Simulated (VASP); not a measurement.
# ScAl3 (Pm-3m) in VASP: further runs, part 2 of 2

VASP 6.6.1.

### Step 5. Single point, PBE

This run uses another cell than the first one, of 17.42 Å³/atom, 1.063 times its volume.

File INCAR:

```
PREC     = Accurate       # precision mode
ENCUT    = 520            # plane-wave cutoff, eV
EDIFF    = 1E-7           # SCF threshold, eV
ISMEAR   = -1             # smearing method
SIGMA    = 0.05           # smearing width, eV
LREAL    = F              # projectors in reciprocal space
LASPH    = T              # aspherical terms in the spheres
NELM     = 80             # most SCF steps
ALGO     = Fast           # electronic algorithm
ISIF     = 2              # what is computed and relaxed
LWAVE    = F              # write WAVECAR
LCHARG   = F              # write CHGCAR
GGA      = PE             # functional
NBANDS   = 18             # bands
```

File KPOINTS:

```
Automatic mesh
0
Gamma
  7 7 7
```

File POSCAR:

```
ScAl3
1.0
    4.1148789257      0.0000000000      0.0000000000
    0.0000000000      4.1148789257      0.0000000000
    0.0000000000      0.0000000000      4.1148789257
Sc Al
1 3
Direct
    0.0000000000      0.0000000000      0.0000000000
    0.5000000000      0.5000000000      0.0000000000
    0.0000000000      0.5000000000      0.5000000000
    0.5000000000      0.0000000000      0.5000000000
```

Potentials or basis: VASP PAW PBE potentials, release 64 (Sc_sv, Al).

On the command line:

```bash
cat potpaw_PBE.64/Sc_sv/POTCAR potpaw_PBE.64/Al/POTCAR > POTCAR
mpirun -np 1 vasp_std > vasp.out
```

OUTCAR:

```text
PREC = Accurate
   ENCUT = 520
   EDIFF = 1E-7
   ISMEAR = -1
   LREAL = F
   LASPH = T
   NELM = 80
   ISIF = 2
   GGA = PE

 ion  position               nearest neighbor table
   1  0.000  0.000  0.000-   2 2.91   3 2.91   4 2.91   3 2.91   4 2.91   2 2.91   3 2.91   3 2.91
                             2 2.91   4 2.91   4 2.91   2 2.91
   2  0.500  0.500  0.000-   1 2.91   3 2.91   4 2.91   3 2.91   4 2.91   1 2.91   4 2.91   4 2.91
                             1 2.91   3 2.91   3 2.91   1 2.91
   3  0.000  0.500  0.500-   1 2.91   2 2.91   4 2.91   1 2.91   2 2.91   1 2.91   4 2.91   1 2.91
                             2 2.91   4 2.91   2 2.91   4 2.91
   4  0.500  0.000  0.500-   1 2.91   2 2.91   3 2.91   1 2.91   2 2.91   2 2.91   3 2.91   2 2.91
                             1 2.91   3 2.91   1 2.91   3 2.91

  LATTYP: Found a simple cubic cell.
 ALAT       =     4.1148789257

  Lattice vectors:

 A1 = (   4.1148789257,   0.0000000000,   0.0000000000)
 A2 = (   0.0000000000,   4.1148789257,   0.0000000000)
 A3 = (   0.0000000000,   0.0000000000,   4.1148789257)

Analysis of symmetry for initial positions (statically):
=====================================================================
 Subroutine PRICEL returns:
 Original cell was already a primitive cell.

 Routine SETGRP: Setting up the symmetry group for a
 simple cubic supercell.

 Subroutine GETGRP returns: Found 48 space group operations
 (whereof 48 operations were pure point group operations)
 out of a pool of 48 trial point group operations.

The static configuration has the point symmetry O_h .

Analysis of symmetry for dynamics (positions and initial velocities):
=====================================================================
 Subroutine PRICEL returns:
 Original cell was already a primitive cell.

 Routine SETGRP: Setting up the symmetry group for a
 simple cubic supercell.

 Subroutine GETGRP returns: Found 48 space group operations
 (whereof 48 operations were pure point group operations)
 out of a pool of 48 trial point group operations.

The dynamic configuration has the point symmetry O_h .

 Subroutine INISYM returns: Found 48 space group operations
 (whereof 48 operations are pure point group operations),
 and found     1 'primitive' translations

----------------------------------------------------------------------------------------

                                     Primitive cell

  volume of cell :      69.6741

  direct lattice vectors                    reciprocal lattice vectors
     4.114878926  0.000000000  0.000000000     0.243020516  0.000000000  0.000000000
     0.000000000  4.114878926  0.000000000     0.000000000  0.243020516  0.000000000
     0.000000000  0.000000000  4.114878926     0.000000000  0.000000000  0.243020516

  length of vectors
     4.114878926  4.114878926  4.114878926     0.243020516  0.243020516  0.243020516

  position of ions in fractional coordinates (direct lattice)
     0.000000000  0.000000000  0.000000000
     0.500000000  0.500000000  0.000000000
     0.000000000  0.500000000  0.500000000
     0.500000000  0.000000000  0.500000000

  ion indices of the primitive-cell ions
   primitive index   ion index
                 1           1
                 2           2
[... 26 lines left out ...]

 Found     20 irreducible k-points:

 Following reciprocal coordinates:
            Coordinates               Weight
  0.000000  0.000000  0.000000      1.000000
  0.142857  0.000000  0.000000      6.000000
  0.285714  0.000000  0.000000      6.000000
  0.428571  0.000000  0.000000      6.000000
  0.142857  0.142857  0.000000     12.000000
  0.285714  0.142857  0.000000     24.000000
[... 12 lines left out ...]
  0.428571  0.428571  0.285714     24.000000
  0.428571  0.428571  0.428571      8.000000
   k-points           NKPTS =     20   k-points in BZ     NKDIM =     20   number of bands    NBANDS=     18
   number of dos      NEDOS =    301   number of ions     NIONS =      4
   total plane-waves  NPLWV =  32768
   dimension x,y,z NGX =    32 NGY =   32 NGZ =   32
   dimension x,y,z NGXF=    64 NGYF=   64 NGZF=   64
   ions per type =               1   3
   NGX,Y,Z   is equivalent  to a cutoff of  12.93, 12.93, 12.93 a.u.
   NGXF,Y,Z  is equivalent  to a cutoff of  25.86, 25.86, 25.86 a.u.
 SYSTEM =  unknown system
   PREC   = accura    normal or accurate (medium, high low for compatibility)
   ISTART =      0    job   : 0-new  1-cont  2-samecut
   ICHARG =      2    charge: 1-file 2-atom 10-const
   ISPIN  =      1    spin polarized calculation?
   LNONCOLLINEAR =      F non collinear calculations
   LSORBIT =      F    spin-orbit coupling
   LASPH  =      T    aspherical Exc in radial PAW
   ENCUT  =  520.0 eV  38.22 Ry    6.18 a.u.   7.65  7.65  7.65*2*pi/ulx,y,z
   NELM   =     80;   NELMIN=  2; NELMDL= -5     # of ELM steps
   EDIFF  = 0.1E-06   stopping-criterion for ELM
   LREAL  =      F    real-space projection
   EDIFFG = 0.1E-05   stopping-criterion for IOM
   NSW    =      0    number of steps for IOM
   IBRION =     -1    ionic relax: 0-MD 1-quasi-New 2-CG
   NFREE  =      0    steps in history (QN), initial steepest desc. (CG)
   ISIF   =      2    stress and relaxation
   ISYM   =      2    0-nonsym 1-usesym 2-fastsym
   POTIM  = 0.5000    time-step for ionic-motion
   TEBEG  =    0.0;   TEEND  =   0.0 temperature during run
   PSTRESS=    0.0 pullay stress
   NELECT =      20.0000    total number of electrons
   NUPDOWN=      -1.0000    fix difference up-down
   EMIN   =  10.00;   EMAX   =-10.00  energy-range for DOS
   EFERMI =   0.00;   METHOD = LEGACY
   ISMEAR =    -1;   SIGMA  =   0.05  broadening in eV -4-tet -1-fermi 0-gaus
   EFERMI_NEDOS =   21; number of points for ismear=-14 and -15
   IALGO  =     68    algorithm
   IMIX   =      4    mixing-type and parameters
     AMIX     =   0.40;   BMIX     =  1.00
     AMIX_MAG =   1.60;   BMIX_MAG =  1.00
  volume/ion in A,a.u.               =      17.42       117.55
  Fermi-wavevector in a.u.,A,eV,Ry     =   1.079927  2.040766 15.867693  1.166243
  Thomas-Fermi vector in A             =   2.215905
   LORBIT       =      0    0 simple, 1 ext, 2 COOP (PROOUT), +10 PAW based schemes
   GGA     = PE    functional components
   LHFCALC =     F    Hartree Fock is set to
   AEXX    =    0.0000 exact exchange contribution
   IVDW    =     0    specifies the selected vdW correction
   LEPSILON=     F    determine dielectric tensor
   LRPA    =     F    only Hartree local field effects (RPA)
 non-spin polarized calculation
 RMM-DIIS sequential band-by-band and
  energy-cutoff  :      520.00
  volume of cell :       69.67
 maximum number of plane-waves:      1891
 NGX is ok and might be reduce to    32
   NGX = 15   NGY = 15   NGZ = 15

 number of electron      19.9999995 magnetization

 Free energy of the ion-electron system (eV)
  ---------------------------------------------------
  ext. energy  EPLUGINS =         0.00000000
  ---------------------------------------------------
  free energy    TOTEN  =       -19.30459862 eV

  energy without entropy =      -19.29167462  energy(sigma->0) =      -19.29813662

 E-fermi :   7.0099     XC(G=0): -10.3404

 val. band max:        6.9366865457   @ k =   0.4286   0.4286   0.1429
 cond. band min:       7.0286219783   @ k =   0.2857   0.0000   0.0000
 fundamental gap:      0.0919354326
 Fermi energy:         7.0099345093

 k-point     1 :       0.0000    0.0000    0.0000
  band No.  band energies     occupation
      1     -41.9597      2.00000
      2     -20.6554      2.00000
      3     -20.6554      2.00000
      4     -20.6554      2.00000
      5      -2.8290      2.00000
      6       4.4937      2.00000
[... 397 lines left out ...]
      5       1.3819      2.00000
      6       2.3404      2.00000
[... 10 lines left out ...]
     17      11.0753      0.00000
     18      16.3268      0.00000

------------------------ aborting loop because EDIFF is reached ----------------------------------------

  FORCE on cell =-STRESS in cart. coord.  units (eV):
  Direction    XX          YY          ZZ          XY          YZ          ZX
  --------------------------------------------------------------------------------------
  -------------------------------------------------------------------------------------
  Total       -0.2653411     -0.2653411     -0.2653411      0.0000000     -0.0000000      0.0000000
  in kB       -6.1016030     -6.1016030     -6.1016030      0.0000000     -0.0000000      0.0000000
  external PRESSURE =      -6.1016030 kB  Pullay stress =       0.0000000 kB

 VOLUME and BASIS-vectors are now :
 -----------------------------------------------------------------------------
  energy-cutoff  :      520.00
  volume of cell :       69.67
      direct lattice vectors                 reciprocal lattice vectors
     4.114878926  0.000000000  0.000000000     0.243020516  0.000000000  0.000000000
     0.000000000  4.114878926  0.000000000     0.000000000  0.243020516  0.000000000
     0.000000000  0.000000000  4.114878926     0.000000000  0.000000000  0.243020516

 POSITION                                       TOTAL-FORCE (eV/Angst)
 -----------------------------------------------------------------------------------
      0.00000      0.00000      0.00000         0.000000      0.000000      0.000000
      2.05744      2.05744      0.00000         0.000000      0.000000      0.000000
      0.00000      2.05744      2.05744         0.000000      0.000000      0.000000
      2.05744      0.00000      2.05744         0.000000      0.000000      0.000000
 -----------------------------------------------------------------------------------
    total drift:                               -0.000000      0.000000      0.000000

  FREE ENERGIE OF THE ION-ELECTRON SYSTEM (eV)
  ---------------------------------------------------
  free  energy   TOTEN  =       -19.3045986230 eV

  energy  without entropy=      -19.2916746172  energy(sigma->0) =      -19.29813662
```

Run time: 25 s. Hardware: 1 thread of Intel Xeon Platinum 8488C (Sapphire Rapids), shared host; peak memory 0.18 GiB.

Results:

```yaml
Free_energy: -19.3046 eV
Pressure: -0.6 GPa
Band_gap_on_the_k_mesh: zero (band 10 reaches 8.03 eV, above the bottom of band 11 at 4.45 eV)
```

### Step 6. Single point, PBE

This run uses another cell than the first one, of 17.76 Å³/atom, 1.083 times its volume.

File INCAR:

```
SYSTEM = ScAl3
PREC = Accurate
ENCUT = 520
EDIFF = 1E-6
ISMEAR = -1
SIGMA = 0.05
LREAL = .FALSE.
LASPH = .TRUE.
NELM = 60
ALGO = Normal
ISIF = 2
LWAVE = .FALSE.
LCHARG = .FALSE.
GGA = PE
NBANDS = 18
```

File KPOINTS:

```
Automatic mesh
0
G
  7 7 7
  0 0 0
```

File POSCAR:

```
ScAl3
1.0
    4.1415996674      0.0000000000      0.0000000000
    0.0000000000      4.1415996674      0.0000000000
    0.0000000000      0.0000000000      4.1415996674
Sc Al
1 3
Direct
    0.0000000000      0.0000000000      0.0000000000
    0.5000000000      0.5000000000      0.0000000000
    0.0000000000      0.5000000000      0.5000000000
    0.5000000000      0.0000000000      0.5000000000
```

Potentials or basis: VASP PAW PBE potentials, release 64 (Sc_sv, Al).

On the command line:

```bash
cat potpaw_PBE.64/Sc_sv/POTCAR potpaw_PBE.64/Al/POTCAR > POTCAR
mpirun -np 1 vasp_std > vasp.out
```

OUTCAR:

```text
SYSTEM = ScAl3
   PREC = Accurate
   ENCUT = 520
   EDIFF = 1E-6
   ISMEAR = -1
   LREAL = .FALSE.
   LASPH = .TRUE.
   NELM = 60
   ISIF = 2
   GGA = PE

 ion  position               nearest neighbor table
   1  0.000  0.000  0.000-   2 2.93   3 2.93   4 2.93   3 2.93   4 2.93   2 2.93   3 2.93   3 2.93
                             2 2.93   4 2.93   4 2.93   2 2.93
   2  0.500  0.500  0.000-   1 2.93   3 2.93   4 2.93   3 2.93   4 2.93   1 2.93   4 2.93   4 2.93
                             1 2.93   3 2.93   3 2.93   1 2.93
   3  0.000  0.500  0.500-   1 2.93   2 2.93   4 2.93   1 2.93   2 2.93   1 2.93   4 2.93   1 2.93
                             2 2.93   4 2.93   2 2.93   4 2.93
   4  0.500  0.000  0.500-   1 2.93   2 2.93   3 2.93   1 2.93   2 2.93   2 2.93   3 2.93   2 2.93
                             1 2.93   3 2.93   1 2.93   3 2.93

  LATTYP: Found a simple cubic cell.
 ALAT       =     4.1415996674

  Lattice vectors:

 A1 = (   4.1415996674,   0.0000000000,   0.0000000000)
 A2 = (   0.0000000000,   4.1415996674,   0.0000000000)
 A3 = (   0.0000000000,   0.0000000000,   4.1415996674)

Analysis of symmetry for initial positions (statically):
=====================================================================
 Subroutine PRICEL returns:
 Original cell was already a primitive cell.

 Routine SETGRP: Setting up the symmetry group for a
 simple cubic supercell.

 Subroutine GETGRP returns: Found 48 space group operations
 (whereof 48 operations were pure point group operations)
 out of a pool of 48 trial point group operations.

The static configuration has the point symmetry O_h .

Analysis of symmetry for dynamics (positions and initial velocities):
=====================================================================
 Subroutine PRICEL returns:
 Original cell was already a primitive cell.

 Routine SETGRP: Setting up the symmetry group for a
[... 122 lines left out ...]
   IALGO  =     38    algorithm
   IMIX   =      4    mixing-type and parameters
     AMIX     =   0.40;   BMIX     =  1.00
     AMIX_MAG =   1.60;   BMIX_MAG =  1.00
  volume/ion in A,a.u.               =      17.76       119.85
  Fermi-wavevector in a.u.,A,eV,Ry     =   1.072960  2.027600 15.663603  1.151242
  Thomas-Fermi vector in A             =   2.208745
   LORBIT       =      0    0 simple, 1 ext, 2 COOP (PROOUT), +10 PAW based schemes
   GGA     = PE    functional components
   LHFCALC =     F    Hartree Fock is set to
   AEXX    =    0.0000 exact exchange contribution
   IVDW    =     0    specifies the selected vdW correction
   LEPSILON=     F    determine dielectric tensor
   LRPA    =     F    only Hartree local field effects (RPA)
 non-spin polarized calculation
  energy-cutoff  :      520.00
  volume of cell :       71.04
 maximum number of plane-waves:      1935
 NGX is ok and might be reduce to    32
   NGX = 15   NGY = 15   NGZ = 15

 number of electron      19.9999993 magnetization

 Free energy of the ion-electron system (eV)
  ---------------------------------------------------
  ext. energy  EPLUGINS =         0.00000000
  ---------------------------------------------------
  free energy    TOTEN  =       -19.29281372 eV

  energy without entropy =      -19.27963606  energy(sigma->0) =      -19.28622489

 E-fermi :   6.8431     XC(G=0): -10.2659

 val. band max:        6.7682169067   @ k =   0.4286   0.4286   0.1429
 cond. band min:       6.8632684254   @ k =   0.2857   0.0000   0.0000
 fundamental gap:      0.0950515187
 Fermi energy:         6.8430678638

 k-point     1 :       0.0000    0.0000    0.0000
  band No.  band energies     occupation
      1     -42.1970      2.00000
      2     -20.8857      2.00000
      3     -20.8857      2.00000
      4     -20.8857      2.00000
      5      -2.8995      2.00000
      6       4.3428      2.00000
[... 397 lines left out ...]
      5       1.2640      2.00000
      6       2.1991      2.00000
[... 10 lines left out ...]
     17      10.8104      0.00000
     18      16.0058      0.00000

------------------------ aborting loop because EDIFF is reached ----------------------------------------

  FORCE on cell =-STRESS in cart. coord.  units (eV):
  Direction    XX          YY          ZZ          XY          YZ          ZX
  --------------------------------------------------------------------------------------
  -------------------------------------------------------------------------------------
  Total       -0.9781482     -0.9781482     -0.9781482      0.0000000      0.0000000      0.0000000
  in kB      -22.0602734    -22.0602734    -22.0602734      0.0000000      0.0000000      0.0000000
  external PRESSURE =     -22.0602734 kB  Pullay stress =       0.0000000 kB

 VOLUME and BASIS-vectors are now :
 -----------------------------------------------------------------------------
  energy-cutoff  :      520.00
  volume of cell :       71.04
      direct lattice vectors                 reciprocal lattice vectors
     4.141599667  0.000000000  0.000000000     0.241452598  0.000000000  0.000000000
     0.000000000  4.141599667  0.000000000     0.000000000  0.241452598  0.000000000
     0.000000000  0.000000000  4.141599667     0.000000000  0.000000000  0.241452598

 POSITION                                       TOTAL-FORCE (eV/Angst)
 -----------------------------------------------------------------------------------
      0.00000      0.00000      0.00000         0.000000      0.000000      0.000000
      2.07080      2.07080      0.00000         0.000000      0.000000      0.000000
      0.00000      2.07080      2.07080         0.000000      0.000000      0.000000
      2.07080      0.00000      2.07080         0.000000      0.000000      0.000000
 -----------------------------------------------------------------------------------
    total drift:                               -0.000000      0.000000      0.000000

  FREE ENERGIE OF THE ION-ELECTRON SYSTEM (eV)
  ---------------------------------------------------
  free  energy   TOTEN  =       -19.2928137175 eV

  energy  without entropy=      -19.2796360622  energy(sigma->0) =      -19.28622489
```

Wall time 17 s (1 thread of Intel Xeon Platinum 8488C (Sapphire Rapids), shared host); peak memory 0.17 GiB.

Results:

| Quantity | Value |
| --- | --- |
| Free energy | -19.2928 eV |
| Pressure | -2.2 GPa |
| Band gap on the k mesh | zero (band 10 reaches 7.75 eV, above the bottom of band 11 at 4.30 eV) |

### Step 7. Summary

| cell | gap on the mesh (eV) | pressure (GPa) |
| --- | --- | --- |
| a = 4.033 Å, 4 atoms | none | 5.3 |
| a = 4.088 Å, 4 atoms | none | 1.1 |
| a = 4.060 Å, 4 atoms | none | 3.1 |
| a = 4.115 Å, 4 atoms | none | -0.6 |
| a = 4.142 Å, 4 atoms | none | -2.2 |

Alike in all rows: task single point; level PBE; potentials or basis VASP PAW PBE potentials, release 64 (Sc_sv, Al); no spin polarisation; k mesh 7 × 7 × 7; cutoff (eV) 520; smearing fermi-dirac 0.05 eV.

Absolute energies hang on the potentials; compare differences alone.
